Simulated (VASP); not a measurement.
# CuI (Marshite) (F-43m) in VASP: further runs

The runs below take CuI (Marshite) through relaxation of cell and atoms, single point, with RPBE+D3(BJ), BLYP+D3(BJ), BLYP+D4.

All numbers are computed with VASP 6.6.1; they aren't measurements. Logs are shortened: lines on timing, memory, paths and dates and some standing lists are left out, and cuts for length are marked.

## (1) The cell of the first run

Symmetry: F-43m, No. 216, cubic system. Conventional cell: a = 6.063 Å, b = 6.063 Å, c = 6.063 Å, α = 90.00°, β = 90.00°, γ = 90.00°. Within 3.5 Å of I (site symmetry -43m) lie 4 Cu at 2.63 Å. Cu (site symmetry -43m) has 4 I at 2.63 Å within 3.5 Å.

## (2) Relaxation of cell and atoms, RPBE+D3(BJ)

Contents of INCAR:

```
PREC = Accurate
ENCUT = 600
EDIFF = 1E-6
ISMEAR = -1
SIGMA = 0.05
LREAL = False
LASPH = True
NELM = 80
ALGO = Normal
ISIF = 3
LWAVE = False
LCHARG = False
GGA = RP
IVDW = 12
IBRION = 2
NSW = 80
EDIFFG = -0.02
```

Contents of KPOINTS:

```
regular mesh
0
Gamma
  8 8 8
```

Contents of POSCAR:

```
CuI
1.0
    0.0000000000      3.0315000000      3.0315000000
    3.0315000000      0.0000000000      3.0315000000
    3.0315000000      3.0315000000      0.0000000000
I Cu
1 1
Direct
    0.0000000000      0.0000000000      0.0000000000
    0.7500000000      0.7500000000      0.7500000000
```

Potentials or basis: VASP PAW PBE potentials, release 64 (I, Cu).

On the command line:

```
$ cat potpaw_PBE.64/I/POTCAR potpaw_PBE.64/Cu/POTCAR > POTCAR
$ mpirun -np 1 vasp_std > vasp.out
```

OUTCAR:

```text
PREC = Accurate
   ENCUT = 600
   EDIFF = 1E-6
   ISMEAR = -1
   LREAL = False
   LASPH = True
   NELM = 80
   ISIF = 3
   GGA = RP
   IVDW = 12
   IBRION = 2
   NSW = 80
   EDIFFG = -0.02
 IVDW          = 12

 ion  position               nearest neighbor table
   1  0.000  0.000  0.000-   2 2.63   2 2.63   2 2.63   2 2.63
   2  0.750  0.750  0.750-   1 2.63   1 2.63   1 2.63   1 2.63

  LATTYP: Found a face centered cubic cell.
 ALAT       =     6.0630000000

  Lattice vectors:

 A1 = (   0.0000000000,   3.0315000000,   3.0315000000)
 A2 = (   3.0315000000,   0.0000000000,   3.0315000000)
 A3 = (   3.0315000000,   3.0315000000,   0.0000000000)

Analysis of symmetry for initial positions (statically):
=====================================================================
 Subroutine PRICEL returns:
 Original cell was already a primitive cell.

 Routine SETGRP: Setting up the symmetry group for a
 face centered cubic supercell.

 Subroutine GETGRP returns: Found 24 space group operations
 (whereof 24 operations were pure point group operations)
 out of a pool of 48 trial point group operations.

The static configuration has the point symmetry T_d .

Analysis of symmetry for dynamics (positions and initial velocities):
=====================================================================
 Subroutine PRICEL returns:
 Original cell was already a primitive cell.

 Routine SETGRP: Setting up the symmetry group for a
 face centered cubic supercell.

 Subroutine GETGRP returns: Found 24 space group operations
 (whereof 24 operations were pure point group operations)
 out of a pool of 48 trial point group operations.

The dynamic configuration has the point symmetry T_d .

 Subroutine INISYM returns: Found 24 space group operations
 (whereof 24 operations are pure point group operations),
 and found     1 'primitive' translations

----------------------------------------------------------------------------------------

                                     Primitive cell

  volume of cell :      55.7189

  direct lattice vectors                    reciprocal lattice vectors
     0.000000000  3.031500000  3.031500000    -0.164934851  0.164934851  0.164934851
     3.031500000  0.000000000  3.031500000     0.164934851 -0.164934851  0.164934851
     3.031500000  3.031500000  0.000000000     0.164934851  0.164934851 -0.164934851

  length of vectors
     4.287188414  4.287188414  4.287188414     0.285675541  0.285675541  0.285675541

  position of ions in fractional coordinates (direct lattice)
     0.000000000  0.000000000  0.000000000
     0.750000000  0.750000000  0.750000000

  ion indices of the primitive-cell ions
   primitive index   ion index
                 1           1
                 2           2

[... 70 lines left out ...]
   NELM   =     80;   NELMIN=  2; NELMDL= -5     # of ELM steps
   EDIFF  = 0.1E-05   stopping-criterion for ELM
   LREAL  =      F    real-space projection
   EDIFFG = -.2E-01   stopping-criterion for IOM
   NSW    =     80    number of steps for IOM
   IBRION =      2    ionic relax: 0-MD 1-quasi-New 2-CG
   NFREE  =      1    steps in history (QN), initial steepest desc. (CG)
   ISIF   =      3    stress and relaxation
   ISYM   =      2    0-nonsym 1-usesym 2-fastsym
   POTIM  = 0.5000    time-step for ionic-motion
   TEBEG  =    0.0;   TEEND  =   0.0 temperature during run
   PSTRESS=    0.0 pullay stress
   NELECT =      18.0000    total number of electrons
   NUPDOWN=      -1.0000    fix difference up-down
   EMIN   =  10.00;   EMAX   =-10.00  energy-range for DOS
   EFERMI =   0.00;   METHOD = LEGACY
   ISMEAR =    -1;   SIGMA  =   0.05  broadening in eV -4-tet -1-fermi 0-gaus
   EFERMI_NEDOS =   21; number of points for ismear=-14 and -15
   IALGO  =     38    algorithm
   IMIX   =      4    mixing-type and parameters
     AMIX     =   0.40;   BMIX     =  1.00
     AMIX_MAG =   1.60;   BMIX_MAG =  1.00
  volume/ion in A,a.u.               =      27.86       188.00
  Fermi-wavevector in a.u.,A,eV,Ry     =   1.123306  2.122741 17.168055  1.261816
  Thomas-Fermi vector in A             =   2.259971
   LORBIT       =      0    0 simple, 1 ext, 2 COOP (PROOUT), +10 PAW based schemes
   GGA     = RP    functional components
   LHFCALC =     F    Hartree Fock is set to
   AEXX    =    0.0000 exact exchange contribution
   IVDW    =    12    specifies the selected vdW correction
   LEPSILON=     F    determine dielectric tensor
   LRPA    =     F    only Hartree local field effects (RPA)
 conjugate gradient relaxation of ions
 non-spin polarized calculation
  energy-cutoff  :      600.00
  volume of cell :       55.72
 maximum number of plane-waves:      1880
 NGX is ok and might be reduce to    36
   NGX = 17   NGY = 17   NGZ = 17

--------------------------------------- Ionic step        1  -------------------------------------------

 number of electron      18.0000006 magnetization

 Free energy of the ion-electron system (eV)
  ---------------------------------------------------
  ext. energy  EPLUGINS =         0.00000000
  ---------------------------------------------------
  free energy    TOTEN  =        -4.83699760 eV

  energy without entropy =       -4.83699756  energy(sigma->0) =       -4.83699758

 E-fermi :   5.2547     XC(G=0):  -8.7215

 val. band max:        4.5756566728   @ k =   0.0000   0.0000   0.0000
 cond. band min:       5.8519586787   @ k =   0.0000   0.0000   0.0000
 fundamental gap:      1.2763020059
 Fermi energy:         5.2546526289

 k-point     1 :       0.0000    0.0000    0.0000
  band No.  band energies     occupation
      1      -9.4343      2.00000
      2       0.9283      2.00000
      3       0.9283      2.00000
      4       0.9283      2.00000
      5       2.7541      2.00000
      6       2.7541      2.00000
      7       4.5757      2.00000
      8       4.5757      2.00000
      9       4.5757      2.00000
     10       5.8520      0.00001
     11       9.4679      0.00000
     12       9.4679      0.00000
     13       9.4679      0.00000
[... 487 lines left out ...]
--------------------------------------- Ionic step        4  -------------------------------------------

 number of electron      18.0000001 magnetization

 Free energy of the ion-electron system (eV)
  ---------------------------------------------------
  ext. energy  EPLUGINS =         0.00000000
  ---------------------------------------------------
  free energy    TOTEN  =        -4.47948308 eV

  energy without entropy =       -4.47948308  energy(sigma->0) =       -4.47948308

 E-fermi :   7.4028     XC(G=0):  -9.5340

 val. band max:        6.4851332333   @ k =   0.0000   0.0000   0.0000
 cond. band min:       8.2490301179   @ k =   0.0000   0.0000   0.0000
 fundamental gap:      1.7638968846
 Fermi energy:         7.4027672937

 k-point     1 :       0.0000    0.0000    0.0000
  band No.  band energies     occupation
      1      -8.4877      2.00000
      2       2.0135      2.00000
      3       2.0135      2.00000
      4       2.0135      2.00000
      5       3.8820      2.00000
      6       3.8820      2.00000
      7       6.4851      2.00000
      8       6.4851      2.00000
      9       6.4851      2.00000
     10       8.2490      0.00000
     11      11.1668      0.00000
     12      11.1668      0.00000
     13      11.1668      0.00000
[... 401 lines left out ...]
  FREE ENERGIE OF THE ION-ELECTRON SYSTEM (eV)
  ---------------------------------------------------
  free  energy   TOTEN  =        -7.8308279705 eV

  energy  without entropy=       -7.8308279702  energy(sigma->0) =       -7.83082797

 reached required accuracy - stopping structural energy minimisation
```

OSZICAR:

```text
N       E                     dE             d eps       ncg     rms          rms(c)
DAV:   1     0.106741644855E+03    0.10674E+03   -0.84564E+03   754   0.167E+03
DAV:   2     0.337555948519E+01   -0.10337E+03   -0.96361E+02   764   0.281E+02
DAV:   3    -0.473092243341E+01   -0.81065E+01   -0.79583E+01  1038   0.854E+01
DAV:   4    -0.499427234021E+01   -0.26335E+00   -0.26311E+00   832   0.139E+01
[... 40 lines left out ...]
DAV:   3    -0.447959926877E+01    0.11208E-02   -0.60022E-03   789   0.288E+00    0.771E-02
DAV:   4    -0.447949035558E+01    0.10891E-03   -0.34330E-04   894   0.192E-01    0.244E-02
DAV:   5    -0.447948513493E+01    0.52207E-05   -0.15197E-05  1079   0.116E-01    0.182E-02
DAV:   6    -0.447948307852E+01    0.20564E-05   -0.34769E-06  1014   0.268E-02    0.476E-03
DAV:   7    -0.447948307607E+01    0.24518E-08   -0.59826E-07   423   0.222E-02
   4 F= -.78308280E+01 E0= -.78308280E+01  d E =-.213451E+00
```

CONTCAR:

```text
CuI
   1.00000000000000
    -0.0000000000000000    2.8715889948943247    2.8715889948943247
     2.8715889948943247    0.0000000000000000    2.8715889948943247
     2.8715889948943247    2.8715889948943247   -0.0000000000000000
  I               Cu
     1     1
Direct
     0.0000000000000000    0.0000000000000000    0.0000000000000000
     0.7500000000000000    0.7500000000000000    0.7500000000000000

  0.00000000E+00  0.00000000E+00  0.00000000E+00
  0.00000000E+00  0.00000000E+00  0.00000000E+00
```

Wall time 36 s (1 thread of Intel Xeon 6975P-C (Granite Rapids), shared host); peak memory 0.23 GiB.

Results:

```
Free energy                            : -7.8308 eV
Relaxed volume                         : 23.68 Å³/atom
Relaxed cell                           : a = 4.061 Å, b = 4.061 Å, c = 4.061 Å, α = 60.00°, β = 60.00°, γ = 60.00°
Space group after relaxing (to 0.05 Å) : F-43m (No. 216)
Energy gained by relaxing              : 106.7 meV/atom
Ionic steps                            : 4
Pressure after relaxing                : -0.1 GPa
Band gap on the k mesh                 : 1.76 eV, direct
Dispersion energy per atom             : -1.676 eV
```

The path:
```csv
step,energy change (eV),largest force (eV/Å),pressure (GPa),volume (Å³)
1,0.0000,0.0000,-6.99,55.72
2,-0.2105,0.0000,0.96,46.48
3,-0.2134,0.0000,0.16,47.20
4,-0.2135,0.0000,-0.07,47.36
```

Final structure:
```yaml
crystal:
  lattice:
    - [0.00000, 2.87159, 2.87159]
    - [2.87159, 0.00000, 2.87159]
    - [2.87159, 2.87159, 0.00000]
  atoms:
    - { symbol: I, position: [0.00000, 0.00000, 0.00000] }
    - { symbol: Cu, position: [0.75000, 0.75000, 0.75000] }
```

Levels at points of the mesh, in eV from the valence-band top:
```
           k point  band 5  band 6  band 7  band 8  band 9  band 10  band 11  band 12  band 13
(0.00, 0.00, 0.00)   -2.60   -2.60    0.00    0.00    0.00     1.76     4.68     4.68     4.68
(0.50, 0.00, 0.00)   -2.57   -2.57   -2.50   -1.00   -1.00     2.37     5.29     5.29     7.68
(0.50, 0.50, 0.00)   -2.66   -2.50   -2.49   -2.13   -2.13     2.44     2.82    10.55    10.65
```

Caveat: the volume moved by over 15 % at a fixed basis, so the end points are rough; the PAW data sets were made with another functional, which shifts forces and pressure a little; spin-orbit coupling is left out, which moves the levels of the heavy elements; the volume moved by -15 % from the deposited cell, more than functionals usually miss. A hybrid or GW would open this gap; RPBE tends to underestimate it.

## (3) Single point, BLYP+D3(BJ)

This run uses another cell than the first one, of 26.71 Å³/atom, 0.959 times its volume.

Contents of INCAR:

```
PREC     = Accurate       # precision mode
ENCUT    = 520            # plane-wave cutoff, eV
EDIFF    = 1E-6           # SCF threshold, eV
ISMEAR   = -1             # smearing method
SIGMA    = 0.05           # smearing width, eV
LREAL    = False          # projectors in reciprocal space
LASPH    = True           # aspherical terms in the spheres
NELM     = 100            # most SCF steps
ALGO     = Normal         # electronic algorithm
ISIF     = 2              # what is computed and relaxed
LWAVE    = False          # write WAVECAR
LCHARG   = False          # write CHGCAR
GGA      = B5             # functional
ALDAX    = 1.0          
AGGAX    = 1.0          
AGGAC    = 1.0          
ALDAC    = 0.0          
IVDW     = 12             # dispersion correction
VDW_S6   = 1.0          
VDW_S8   = 2.6996       
VDW_A1   = 0.4298       
VDW_A2   = 4.2359       
NBANDS   = 16             # bands
```

KPOINTS is that of step 2.

Contents of POSCAR:

```
CuI
1.0
    0.0000000000      2.9890841561      2.9890841561
    2.9890841561      0.0000000000      2.9890841561
    2.9890841561      2.9890841561      0.0000000000
I Cu
1 1
Direct
    0.0000000000      0.0000000000      0.0000000000
    0.7500000000      0.7500000000      0.7500000000
```

Potentials or basis: VASP PAW PBE potentials, release 64 (I, Cu).

On the command line:

```
$ cat potpaw_PBE.64/I/POTCAR potpaw_PBE.64/Cu/POTCAR > POTCAR
$ mpirun -np 1 vasp_std > vasp.out
```

It took 14 s on 1 thread of Intel Xeon 6975P-C (Granite Rapids), shared host; peak memory 0.19 GiB.

Results (log left out):

```yaml
Free_energy: -6.1560 eV
Pressure: 0.3 GPa
Band_gap_on_the_k_mesh: 1.35 eV, direct
Dispersion_energy_per_atom: -0.814 eV
```

Levels at points of the mesh, in eV from the valence-band top:
| k point | band 7 | band 8 | band 9 | band 10 | band 11 | band 12 |
| --- | --- | --- | --- | --- | --- | --- |
| (0.00, 0.00, 0.00) | 0.00 | 0.00 | 0.00 | 1.35 | 4.94 | 4.94 |
| (0.50, 0.00, 0.00) | -1.98 | -0.78 | -0.78 | 2.27 | 5.50 | 5.50 |
| (0.50, 0.50, 0.00) | -1.97 | -1.67 | -1.67 | 2.81 | 2.96 | 9.60 |

Caveat: the PAW data sets were made with another functional, which shifts forces and pressure a little; spin-orbit coupling is left out, which moves the levels of the heavy elements.

[end of part 1 of 2]
